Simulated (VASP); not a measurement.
A run of VASP 6.6.1:

File INCAR:

```
SYSTEM = CdSnSe2
PREC = Accurate
ENCUT = 520
EDIFF = 1E-6
ISMEAR = 0
SIGMA = 0.1
LREAL = .FALSE.
LASPH = .TRUE.
NELM = 100
ALGO = Normal
ISIF = 2
LWAVE = .FALSE.
LCHARG = .FALSE.
GGA = PE
NBANDS = 27
```

The input KPOINTS:

```
Automatic mesh
0
G
  8 8 14
  0 0 0
```

POSCAR

```
CdSnSe2
1.0
    5.7095387703      0.0000000000      0.0000000000
    0.0000000000      5.7095387703      0.0000000000
    0.0000000000      0.0000000000      3.0659400306
Cd Sn Se
1 1 2
Direct
    0.5000000000      0.5000000000      0.5000000000
    0.0000000000      0.0000000000      0.0000000000
    0.5000000000      0.0000000000      0.0000000000
    0.0000000000      0.5000000000      0.0000000000
```

Potentials or basis: VASP PAW PBE potentials, release 64 (Cd, Sn_d, Se).

Launch:

```console
$ cat potpaw_PBE.64/Cd/POTCAR potpaw_PBE.64/Sn_d/POTCAR potpaw_PBE.64/Se/POTCAR > POTCAR
$ mpirun -np 1 vasp_std > vasp.out
```

Hardware: 1 thread of AMD EPYC 7R13 Processor (Zen 3), with other jobs on the host.

Task: Estimate the wall time of this run.

Result: Wall time 2.7 min on 1 thread of AMD EPYC 7R13 Processor (Zen 3) (shared host), peak memory 0.41 GiB. Counts: scf iterations 13, k points 120.
